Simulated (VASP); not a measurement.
# Sr (Fm-3m) in VASP: notebook

Sr is run at these levels: r2SCAN; tasks: single point.

All numbers are computed with VASP 6.6.1; they aren't measurements. Logs are shortened: lines on timing, memory, paths and dates and some standing lists are left out, and cuts for length are marked.

### 1 The cell of the first run

The structure is cubic, space group Fm-3m (No. 225). Conventional cell: a = 5.850 Å, b = 5.850 Å, c = 5.850 Å, α = 90.00°, β = 90.00°, γ = 90.00°. Within 5.4 Å of Sr (site symmetry m-3m) lie 12 Sr at 4.14 Å.

### 2 Single point, r2SCAN (volume scaled by 0.88)

Contents of POSCAR:

```
Sr
1.0
    0.0000000000      2.9247884702      2.9247884702
    2.9247884702      0.0000000000      2.9247884702
    2.9247884702      2.9247884702      0.0000000000
Sr
1
Direct
    0.0000000000      0.0000000000      0.0000000000
```

Contents of INCAR.step1:

```
PREC = Accurate
ENCUT = 520
ISMEAR = -1
SIGMA = 0.1
LREAL = False
LASPH = True
NELM = 60
NBANDS = 11
GGA = PE
ALGO = Normal
EDIFF = 1E-4
LWAVE = True
LCHARG = False
```

Contents of INCAR.step2:

```
PREC = Accurate
ENCUT = 520
EDIFF = 1E-7
ISMEAR = -1
SIGMA = 0.1
LREAL = False
LASPH = True
NELM = 60
ALGO = Normal
ISIF = 2
LWAVE = False
LCHARG = False
METAGGA = R2SCAN
LMIXTAU = True
NBANDS = 11
ISTART = 1
```

Contents of KPOINTS:

```
Automatic mesh
0
Gamma
  15 15 15
```

Potentials or basis: VASP PAW PBE potentials, release 64 (Sr_sv).

Run with:

```bash
$ cat potpaw_PBE.64/Sr_sv/POTCAR > POTCAR
$ cp INCAR.step1 INCAR
$ mpirun -np 1 vasp_std > vasp.out
$ cp INCAR.step2 INCAR
$ mpirun -np 1 vasp_std > vasp.out
```

OUTCAR:

```text
PREC = Accurate
   ENCUT = 520
   EDIFF = 1E-7
   ISMEAR = -1
   LREAL = False
   LASPH = True
   NELM = 60
   ISIF = 2
   METAGGA = R2SCAN
   ISTART = 1

 ion  position               nearest neighbor table
   1  0.000  0.000  0.000-

  LATTYP: Found a face centered cubic cell.
 ALAT       =     5.8495769404

  Lattice vectors:

 A1 = (   0.0000000000,   2.9247884702,   2.9247884702)
 A2 = (   2.9247884702,   0.0000000000,   2.9247884702)
 A3 = (   2.9247884702,   2.9247884702,   0.0000000000)

Analysis of symmetry for initial positions (statically):
=====================================================================
 Subroutine PRICEL returns:
 Original cell was already a primitive cell.

 Routine SETGRP: Setting up the symmetry group for a
 face centered cubic supercell.

 Subroutine GETGRP returns: Found 48 space group operations
 (whereof 48 operations were pure point group operations)
 out of a pool of 48 trial point group operations.

The static configuration has the point symmetry O_h .

Analysis of symmetry for dynamics (positions and initial velocities):
=====================================================================
 Subroutine PRICEL returns:
 Original cell was already a primitive cell.

 Routine SETGRP: Setting up the symmetry group for a
 face centered cubic supercell.

 Subroutine GETGRP returns: Found 48 space group operations
 (whereof 48 operations were pure point group operations)
 out of a pool of 48 trial point group operations.

The dynamic configuration has the point symmetry O_h .

 Subroutine INISYM returns: Found 48 space group operations
 (whereof 48 operations are pure point group operations),
 and found     1 'primitive' translations

----------------------------------------------------------------------------------------

                                     Primitive cell

  volume of cell :      50.0395

  direct lattice vectors                    reciprocal lattice vectors
     0.000000000  2.924788470  2.924788470    -0.170952534  0.170952534  0.170952534
     2.924788470  0.000000000  2.924788470     0.170952534 -0.170952534  0.170952534
     2.924788470  2.924788470  0.000000000     0.170952534  0.170952534 -0.170952534

  length of vectors
     4.136275522  4.136275522  4.136275522     0.296098474  0.296098474  0.296098474

  position of ions in fractional coordinates (direct lattice)
     0.000000000  0.000000000  0.000000000

  ion indices of the primitive-cell ions
   primitive index   ion index
                 1           1

----------------------------------------------------------------------------------------

 KPOINTS: Automatic mesh

Automatic generation of k-mesh.
 Grid dimensions read from file:
 generate k-points for:   15   15   15

 Generating k-lattice:

  Cartesian coordinates                     Fractional coordinates (reciprocal lattice)
    -0.011396836  0.011396836  0.011396836     0.066666667  0.000000000  0.000000000
     0.011396836 -0.011396836  0.011396836     0.000000000  0.066666667  0.000000000
     0.011396836  0.011396836 -0.011396836     0.000000000  0.000000000  0.066666667

  Length of vectors
     0.019739898  0.019739898  0.019739898

  Shift w.r.t. Gamma in fractional coordinates (k-lattice)
     0.000000000  0.000000000  0.000000000

 Subroutine IBZKPT returns following result:
 ===========================================

 Found    120 irreducible k-points:

 Following reciprocal coordinates:
            Coordinates               Weight
  0.000000  0.000000  0.000000      1.000000
  0.066667  0.000000  0.000000      8.000000
  0.133333  0.000000  0.000000      8.000000
  0.200000  0.000000  0.000000      8.000000
  0.266667  0.000000  0.000000      8.000000
  0.333333  0.000000  0.000000      8.000000
[... 16 lines left out ...]
  0.133333  0.133333  0.000000      6.000000
  0.200000  0.133333  0.000000     24.000000
 [... further k-points ...]
   k-points           NKPTS =    120   k-points in BZ     NKDIM =    120   number of bands    NBANDS=     11
   number of dos      NEDOS =    301   number of ions     NIONS =      1
   total plane-waves  NPLWV =  32768
   dimension x,y,z NGX =    32 NGY =   32 NGZ =   32
   dimension x,y,z NGXF=    64 NGYF=   64 NGZF=   64
   ions per type =               1
   NGX,Y,Z   is equivalent  to a cutoff of  12.86, 12.86, 12.86 a.u.
   NGXF,Y,Z  is equivalent  to a cutoff of  25.72, 25.72, 25.72 a.u.
 SYSTEM =  unknown system
   PREC   = accura    normal or accurate (medium, high low for compatibility)
   ISTART =      1    job   : 0-new  1-cont  2-samecut
   ICHARG =      0    charge: 1-file 2-atom 10-const
   ISPIN  =      1    spin polarized calculation?
   LNONCOLLINEAR =      F non collinear calculations
   LSORBIT =      F    spin-orbit coupling
   LASPH  =      T    aspherical Exc in radial PAW
   ENCUT  =  520.0 eV  38.22 Ry    6.18 a.u.   7.69  7.69  7.69*2*pi/ulx,y,z
   NELM   =     60;   NELMIN=  2; NELMDL=  0     # of ELM steps
   EDIFF  = 0.1E-06   stopping-criterion for ELM
   LREAL  =      F    real-space projection
   EDIFFG = 0.1E-05   stopping-criterion for IOM
   NSW    =      0    number of steps for IOM
   IBRION =     -1    ionic relax: 0-MD 1-quasi-New 2-CG
   NFREE  =      0    steps in history (QN), initial steepest desc. (CG)
   ISIF   =      2    stress and relaxation
   ISYM   =      2    0-nonsym 1-usesym 2-fastsym
   POTIM  = 0.5000    time-step for ionic-motion
   TEBEG  =    0.0;   TEEND  =   0.0 temperature during run
   PSTRESS=    0.0 pullay stress
   NELECT =      10.0000    total number of electrons
   NUPDOWN=      -1.0000    fix difference up-down
   EMIN   =  10.00;   EMAX   =-10.00  energy-range for DOS
   EFERMI =   0.00;   METHOD = LEGACY
   ISMEAR =    -1;   SIGMA  =   0.10  broadening in eV -4-tet -1-fermi 0-gaus
   EFERMI_NEDOS =   21; number of points for ismear=-14 and -15
   IALGO  =     38    algorithm
   IMIX   =      4    mixing-type and parameters
     AMIX     =   0.40;   BMIX     =  1.00
     AMIX_MAG =   1.60;   BMIX_MAG =  1.00
  volume/ion in A,a.u.               =      50.04       337.68
  Fermi-wavevector in a.u.,A,eV,Ry     =   0.957129  1.808711 12.464236  0.916095
  Thomas-Fermi vector in A             =   2.086119
   LORBIT       =      0    0 simple, 1 ext, 2 COOP (PROOUT), +10 PAW based schemes
   METAGGA = R2SCAN    functional components
   LHFCALC =     F    Hartree Fock is set to
   AEXX    =    0.0000 exact exchange contribution
   IVDW    =     0    specifies the selected vdW correction
   LEPSILON=     F    determine dielectric tensor
   LRPA    =     F    only Hartree local field effects (RPA)
 non-spin polarized calculation
  energy-cutoff  :      520.00
  volume of cell :       50.04
 maximum number of plane-waves:      1367
   NGX = 15   NGY = 15   NGZ = 15

 number of electron      10.0000000 magnetization

 Free energy of the ion-electron system (eV)
  ---------------------------------------------------
  ext. energy  EPLUGINS =         0.00000000
  ---------------------------------------------------
  free energy    TOTEN  =       -15.08327223 eV

  energy without entropy =      -15.04606104  energy(sigma->0) =      -15.06466664

 E-fermi :   1.9494     XC(G=0):  -8.0998

 val. band max:        1.9163619526   @ k =  -0.3333   0.3333   0.1333
 cond. band min:       1.9598737240   @ k =  -0.2667   0.4667   0.2000
 fundamental gap:      0.0435117714
 Fermi energy:         1.9494005268

 k-point     1 :       0.0000    0.0000    0.0000
  band No.  band energies     occupation
      1     -35.8858      2.00000
      2     -17.1252      2.00000
      3     -17.1252      2.00000
      4     -17.1252      2.00000
      5      -2.0238      2.00000
      6       4.7543      0.00000
      7       4.7543      0.00000
      8       4.7543      0.00000
      9       6.4537      0.00000
     10       6.4537      0.00000
     11       9.7414      0.00000

 k-point     2 :       0.0667    0.0000    0.0000
  band No.  band energies     occupation
      1     -35.8848      2.00000
      2     -17.1379      2.00000
      3     -17.1268      2.00000
      4     -17.1268      2.00000
      5      -1.9411      2.00000
      6       4.6092      0.00000
      7       4.7942      0.00000
      8       4.7942      0.00000
      9       6.3929      0.00000
     10       6.3929      0.00000
     11       9.9716      0.00000

 k-point     3 :       0.1333    0.0000    0.0000
  band No.  band energies     occupation
      1     -35.8820      2.00000
      2     -17.1738      2.00000
      3     -17.1313      2.00000
      4     -17.1313      2.00000
      5      -1.6985      2.00000
      6       4.2463      0.00000
      7       4.8879      0.00000
      8       4.8879      0.00000
      9       6.2706      0.00000
     10       6.2706      0.00000
     11      10.4651      0.00000

 k-point     4 :       0.2000    0.0000    0.0000
  band No.  band energies     occupation
      1     -35.8777      2.00000
      2     -17.2260      2.00000
      3     -17.1380      2.00000
      4     -17.1380      2.00000
      5      -1.3129      2.00000
      6       3.7897      0.00000
      7       4.9460      0.00000
      8       4.9460      0.00000
      9       6.2430      0.00000
     10       6.2430      0.00000
     11      10.0886      0.00000

 k-point     5 :       0.2667    0.0000    0.0000
  band No.  band energies     occupation
      1     -35.8728      2.00000
      2     -17.2850      2.00000
      3     -17.1457      2.00000
      4     -17.1457      2.00000
      5      -0.8136      2.00000
      6       3.3189      0.00000
      7       4.8802      0.00000
      8       4.8802      0.00000
      9       6.4470      0.00000
     10       6.4470      0.00000
     11       9.5093      0.00000
[... 211 lines left out ...]
 k-point    21 :      -0.1333    0.0667    0.0000
  band No.  band energies     occupation
      1     -35.8799      2.00000
      2     -17.1947      2.00000
      3     -17.1431      2.00000
      4     -17.1311      2.00000
      5      -1.5146      2.00000
      6       4.0389      0.00000
      7       4.8615      0.00000
      8       4.9980      0.00000
      9       5.9720      0.00000
     10       6.4435      0.00000
     11      10.6542      0.00000

 k-point    22 :      -0.0667    0.0667    0.0000
  band No.  band energies     occupation
      1     -35.8832      2.00000
      2     -17.1557      2.00000
      3     -17.1341      2.00000
      4     -17.1273      2.00000
      5      -1.8051      2.00000
      6       4.4055      0.00000
      7       4.8308      0.00000
      8       4.8687      0.00000
      9       6.1853      0.00000
     10       6.4299      0.00000
     11      10.3197      0.00000

 k-point    23 :       0.1333    0.1333    0.0000
  band No.  band energies     occupation
      1     -35.8807      2.00000
      2     -17.1725      2.00000
      3     -17.1420      2.00000
      4     -17.1420      2.00000
      5      -1.5915      2.00000
      6       4.1316      0.00000
      7       4.9680      0.00000
      8       4.9680      0.00000
      9       5.6760      0.00000
     10       6.6210      0.00000
     11      10.8553      0.00000

 k-point    24 :       0.2000    0.1333    0.0000
  band No.  band energies     occupation
      1     -35.8775      2.00000
      2     -17.2065      2.00000
      3     -17.1505      2.00000
      4     -17.1482      2.00000
      5      -1.3084      2.00000
      6       3.8299      0.00000
      7       4.9850      0.00000
      8       5.0769      0.00000
      9       5.4716      0.00000
     10       6.6923      0.00000
     11      11.1717      0.00000

 [... further k-points ...]
[... 5 lines left out ...]
  --------------------------------------------------------------------------------------
  -------------------------------------------------------------------------------------
  Total        0.5846116      0.5846116      0.5846116      0.0000000      0.0000000     -0.0000000
  in kB       18.7182236     18.7182236     18.7182236      0.0000000      0.0000000     -0.0000000
  external PRESSURE =      18.7182236 kB  Pullay stress =       0.0000000 kB

 VOLUME and BASIS-vectors are now :
 -----------------------------------------------------------------------------
  energy-cutoff  :      520.00
  volume of cell :       50.04
      direct lattice vectors                 reciprocal lattice vectors
     0.000000000  2.924788470  2.924788470    -0.170952534  0.170952534  0.170952534
     2.924788470  0.000000000  2.924788470     0.170952534 -0.170952534  0.170952534
     2.924788470  2.924788470  0.000000000     0.170952534  0.170952534 -0.170952534

 POSITION                                       TOTAL-FORCE (eV/Angst)
 -----------------------------------------------------------------------------------
      0.00000      0.00000      0.00000         0.000000      0.000000      0.000000
 -----------------------------------------------------------------------------------
    total drift:                                0.000000      0.000000     -0.000000

  FREE ENERGIE OF THE ION-ELECTRON SYSTEM (eV)
  ---------------------------------------------------
  free  energy   TOTEN  =       -15.0832722296 eV

  energy  without entropy=      -15.0460610441  energy(sigma->0) =      -15.06466664
```

Wall time 2.7 min (1 thread of Intel Xeon 6975P-C, shared host); peak memory 0.23 GiB.

What came out:

```
Free energy : -15.0833 eV
Pressure    : 1.9 GPa
```

Caveat: the PAW data sets were made with another functional, which shifts forces and pressure a little.

[end of part 1 of 2]
